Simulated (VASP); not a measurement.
# KTaO3 (Pm-3m) in VASP: a series of runs, part 3 of 3

VASP 6.6.1. The steps go on from the part before.

## 5. Single point, PBE (volume scaled by 1.06)

The input, INCAR:

```
SYSTEM = KTaO3
PREC = Accurate
ENCUT = 520
EDIFF = 1E-6
ISMEAR = 0
SIGMA = 0.02
LREAL = .False.
LASPH = .True.
NELM = 100
ALGO = Normal
ISIF = 2
LWAVE = .False.
LCHARG = .False.
GGA = PE
NBANDS = 27
```

The input, KPOINTS:

```
regular mesh
0
Gamma
  8 8 8
  0 0 0
```

The input, POSCAR:

```
KTaO3
1.0
    4.1034770914      0.0000000000      0.0000000000
    0.0000000000      4.1034770914      0.0000000000
    0.0000000000      0.0000000000      4.1034770914
K Ta O
1 1 3
Direct
    0.5000000000      0.5000000000      0.5000000000
    0.0000000000      0.0000000000      0.0000000000
    0.5000000000      0.0000000000      0.0000000000
    0.0000000000      0.5000000000      0.0000000000
    0.0000000000      0.0000000000      0.5000000000
```

Potentials or basis: VASP PAW PBE potentials, release 64 (K_sv, Ta_pv, O).

Run with:

```sh
$ cat potpaw_PBE.64/K_sv/POTCAR potpaw_PBE.64/Ta_pv/POTCAR potpaw_PBE.64/O/POTCAR > POTCAR
$ mpirun -np 1 vasp_std > vasp.out
```

OUTCAR:

```text
SYSTEM = KTaO3
   PREC = Accurate
   ENCUT = 520
   EDIFF = 1E-6
   ISMEAR = 0
   LREAL = .False.
   LASPH = .True.
   NELM = 100
   ISIF = 2
   GGA = PE

 ion  position               nearest neighbor table
   1  0.500  0.500  0.500-   2 3.55   2 3.55   2 3.55   2 3.55   2 3.55   2 3.55   2 3.55   2 3.55

   2  0.000  0.000  0.000-   3 2.05   4 2.05   5 2.05   5 2.05   4 2.05   3 2.05   1 3.55   1 3.55
                             1 3.55   1 3.55   1 3.55   1 3.55   1 3.55   1 3.55
   3  0.500  0.000  0.000-   2 2.05   2 2.05
   4  0.000  0.500  0.000-   2 2.05   2 2.05
   5  0.000  0.000  0.500-   2 2.05   2 2.05

  LATTYP: Found a simple cubic cell.
 ALAT       =     4.1034770914

  Lattice vectors:

 A1 = (   4.1034770914,   0.0000000000,   0.0000000000)
 A2 = (   0.0000000000,   4.1034770914,   0.0000000000)
 A3 = (   0.0000000000,   0.0000000000,   4.1034770914)

Analysis of symmetry for initial positions (statically):
=====================================================================
 Subroutine PRICEL returns:
 Original cell was already a primitive cell.

 Routine SETGRP: Setting up the symmetry group for a
 simple cubic supercell.

 Subroutine GETGRP returns: Found 48 space group operations
 (whereof 48 operations were pure point group operations)
 out of a pool of 48 trial point group operations.

The static configuration has the point symmetry O_h .

Analysis of symmetry for dynamics (positions and initial velocities):
=====================================================================
 Subroutine PRICEL returns:
 Original cell was already a primitive cell.

 Routine SETGRP: Setting up the symmetry group for a
 simple cubic supercell.

 Subroutine GETGRP returns: Found 48 space group operations
 (whereof 48 operations were pure point group operations)
 out of a pool of 48 trial point group operations.

The dynamic configuration has the point symmetry O_h .

 Subroutine INISYM returns: Found 48 space group operations
 (whereof 48 operations are pure point group operations),
 and found     1 'primitive' translations

----------------------------------------------------------------------------------------

                                     Primitive cell

  volume of cell :      69.0965

  direct lattice vectors                    reciprocal lattice vectors
     4.103477091  0.000000000  0.000000000     0.243695768  0.000000000  0.000000000
     0.000000000  4.103477091  0.000000000     0.000000000  0.243695768  0.000000000
     0.000000000  0.000000000  4.103477091     0.000000000  0.000000000  0.243695768

  length of vectors
     4.103477091  4.103477091  4.103477091     0.243695768  0.243695768  0.243695768

  position of ions in fractional coordinates (direct lattice)
     0.500000000  0.500000000  0.500000000
     0.000000000  0.000000000  0.000000000
     0.500000000  0.000000000  0.000000000
     0.000000000  0.500000000  0.000000000
     0.000000000  0.000000000  0.500000000

  ion indices of the primitive-cell ions
   primitive index   ion index
                 1           1
                 2           2
                 3           3
                 4           4
                 5           5

----------------------------------------------------------------------------------------

 KPOINTS: regular mesh

Automatic generation of k-mesh.
 Grid dimensions read from file:
 generate k-points for:    8    8    8

 Generating k-lattice:

  Cartesian coordinates                     Fractional coordinates (reciprocal lattice)
     0.030461971  0.000000000  0.000000000     0.125000000  0.000000000  0.000000000
     0.000000000  0.030461971  0.000000000     0.000000000  0.125000000  0.000000000
     0.000000000  0.000000000  0.030461971     0.000000000  0.000000000  0.125000000

  Length of vectors
     0.030461971  0.030461971  0.030461971

  Shift w.r.t. Gamma in fractional coordinates (k-lattice)
     0.000000000  0.000000000  0.000000000

 Subroutine IBZKPT returns following result:
 ===========================================

 Found     35 irreducible k-points:

 Following reciprocal coordinates:
            Coordinates               Weight
  0.000000  0.000000  0.000000      1.000000
  0.125000  0.000000  0.000000      6.000000
  0.250000  0.000000  0.000000      6.000000
  0.375000  0.000000  0.000000      6.000000
  0.500000  0.000000  0.000000      3.000000
  0.125000  0.125000  0.000000     12.000000
[... 16 lines left out ...]
  0.375000  0.375000  0.125000     24.000000
  0.500000  0.375000  0.125000     24.000000
 [... further k-points ...]
   k-points           NKPTS =     35   k-points in BZ     NKDIM =     35   number of bands    NBANDS=     27
   number of dos      NEDOS =    301   number of ions     NIONS =      5
   total plane-waves  NPLWV =  32768
   dimension x,y,z NGX =    32 NGY =   32 NGZ =   32
   dimension x,y,z NGXF=    64 NGYF=   64 NGZF=   64
   ions per type =               1   1   3
   NGX,Y,Z   is equivalent  to a cutoff of  12.96, 12.96, 12.96 a.u.
   NGXF,Y,Z  is equivalent  to a cutoff of  25.93, 25.93, 25.93 a.u.
 SYSTEM =  KTaO3
   PREC   = accura    normal or accurate (medium, high low for compatibility)
   ISTART =      0    job   : 0-new  1-cont  2-samecut
   ICHARG =      2    charge: 1-file 2-atom 10-const
   ISPIN  =      1    spin polarized calculation?
   LNONCOLLINEAR =      F non collinear calculations
   LSORBIT =      F    spin-orbit coupling
   LASPH  =      T    aspherical Exc in radial PAW
   ENCUT  =  520.0 eV  38.22 Ry    6.18 a.u.   7.63  7.63  7.63*2*pi/ulx,y,z
   NELM   =    100;   NELMIN=  2; NELMDL= -5     # of ELM steps
   EDIFF  = 0.1E-05   stopping-criterion for ELM
   LREAL  =      F    real-space projection
   EDIFFG = 0.1E-04   stopping-criterion for IOM
   NSW    =      0    number of steps for IOM
   IBRION =     -1    ionic relax: 0-MD 1-quasi-New 2-CG
   NFREE  =      0    steps in history (QN), initial steepest desc. (CG)
   ISIF   =      2    stress and relaxation
   ISYM   =      2    0-nonsym 1-usesym 2-fastsym
   POTIM  = 0.5000    time-step for ionic-motion
   TEBEG  =    0.0;   TEEND  =   0.0 temperature during run
   PSTRESS=    0.0 pullay stress
   NELECT =      38.0000    total number of electrons
   NUPDOWN=      -1.0000    fix difference up-down
   EMIN   =  10.00;   EMAX   =-10.00  energy-range for DOS
   EFERMI =   0.00;   METHOD = LEGACY
   ISMEAR =     0;   SIGMA  =   0.02  broadening in eV -4-tet -1-fermi 0-gaus
   EFERMI_NEDOS =   21; number of points for ismear=-14 and -15
   IALGO  =     38    algorithm
   IMIX   =      4    mixing-type and parameters
     AMIX     =   0.40;   BMIX     =  1.00
     AMIX_MAG =   1.60;   BMIX_MAG =  1.00
  volume/ion in A,a.u.               =      13.82        93.26
  Fermi-wavevector in a.u.,A,eV,Ry     =   1.341274  2.534639 24.477080  1.799015
  Thomas-Fermi vector in A             =   2.469520
   LORBIT       =      0    0 simple, 1 ext, 2 COOP (PROOUT), +10 PAW based schemes
   GGA     = PE    functional components
   LHFCALC =     F    Hartree Fock is set to
   AEXX    =    0.0000 exact exchange contribution
   IVDW    =     0    specifies the selected vdW correction
   LEPSILON=     F    determine dielectric tensor
   LRPA    =     F    only Hartree local field effects (RPA)
 non-spin polarized calculation
 Gauss-broadening in eV      SIGMA  =   0.02
  energy-cutoff  :      520.00
  volume of cell :       69.10
 maximum number of plane-waves:      1877
 NGX is ok and might be reduce to    32
   NGX = 15   NGY = 15   NGZ = 15

 number of electron      38.0000027 magnetization

 Free energy of the ion-electron system (eV)
  ---------------------------------------------------
  ext. energy  EPLUGINS =         0.00000000
  ---------------------------------------------------
  free energy    TOTEN  =       -40.95985879 eV

  energy without entropy =      -40.95985879  energy(sigma->0) =      -40.95985879

 E-fermi :   1.4028     XC(G=0): -10.4357

 val. band max:        1.2385350806   @ k =   0.5000   0.5000   0.5000
 cond. band min:       3.2196767655   @ k =   0.0000   0.0000   0.0000
 fundamental gap:      1.9811416849
 Fermi energy:         1.4027616121

 k-point     1 :       0.0000    0.0000    0.0000
  band No.  band energies     occupation
      1     -33.2708      2.00000
      2     -33.2708      2.00000
      3     -33.2708      2.00000
      4     -26.1679      2.00000
      5     -16.0058      2.00000
      6     -15.3351      2.00000
[... 709 lines left out ...]
     26      11.5157      0.00000
     27      11.6629      0.00000

 [... further k-points ...]
[... 5 lines left out ...]
  --------------------------------------------------------------------------------------
  -------------------------------------------------------------------------------------
  Total       -3.9767395     -3.9767395     -3.9767395     -0.0000000     -0.0000000      0.0000000
  in kB      -92.2107770    -92.2107770    -92.2107770     -0.0000000     -0.0000000      0.0000000
  external PRESSURE =     -92.2107770 kB  Pullay stress =       0.0000000 kB

 VOLUME and BASIS-vectors are now :
 -----------------------------------------------------------------------------
  energy-cutoff  :      520.00
  volume of cell :       69.10
      direct lattice vectors                 reciprocal lattice vectors
     4.103477091  0.000000000  0.000000000     0.243695768  0.000000000  0.000000000
     0.000000000  4.103477091  0.000000000     0.000000000  0.243695768  0.000000000
     0.000000000  0.000000000  4.103477091     0.000000000  0.000000000  0.243695768

 POSITION                                       TOTAL-FORCE (eV/Angst)
 -----------------------------------------------------------------------------------
      2.05174      2.05174      2.05174         0.000000      0.000000      0.000000
      0.00000      0.00000      0.00000         0.000000      0.000000      0.000000
      2.05174      0.00000      0.00000         0.000000      0.000000      0.000000
      0.00000      2.05174      0.00000         0.000000      0.000000      0.000000
      0.00000      0.00000      2.05174         0.000000      0.000000      0.000000
 -----------------------------------------------------------------------------------
    total drift:                                0.000000      0.000000     -0.000000

  FREE ENERGIE OF THE ION-ELECTRON SYSTEM (eV)
  ---------------------------------------------------
  free  energy   TOTEN  =       -40.9598587912 eV

  energy  without entropy=      -40.9598587912  energy(sigma->0) =      -40.95985879
```

stdout:

```text
POSCAR found type information on POSCAR K TaO
 POSCAR found :  3 types and       5 ions
 scaLAPACK will be used
 LDA part: xc-table for (Slater+PW92), standard interpolation
 POSCAR, INCAR and KPOINTS ok, starting setup
 FFT: planning ... GRIDC
 FFT: planning ... GRID_SOFT
 FFT: planning ... GRID
 WAVECAR not read
 entering main loop
```

It took 44 s on 1 thread of Intel Xeon Platinum 8488C (Sapphire Rapids), shared host; peak memory 0.21 GiB.

What came out:

- Free energy: -40.9599 eV
- Pressure: -9.2 GPa
- Band gap on the k mesh: 1.98 eV, indirect (least direct gap 2.62 eV)

Caveat: spin-orbit coupling is left out, which moves the levels of the heavy elements. A k mesh can miss the band edges.

## 6. The runs side by side

| cell | gap on the mesh (eV) | pressure (GPa) |
| --- | --- | --- |
| a = 3.984 Å, 5 atoms | 2.18 | 6.8 |
| a = 4.025 Å, 5 atoms | 2.12 | 0.6 |
| a = 4.064 Å, 5 atoms | 2.05 | -4.7 |
| a = 4.103 Å, 5 atoms | 1.98 | -9.2 |

Alike in all rows: task single point; level PBE; potentials or basis VASP PAW PBE potentials, release 64 (K_sv, Ta_pv, O); no spin polarisation; k mesh 8 × 8 × 8; cutoff (eV) 520; smearing gaussian 0.02 eV.

Caveats: spin-orbit coupling is left out, which moves the levels of the heavy elements.

Absolute energies hang on the potentials; compare differences alone.
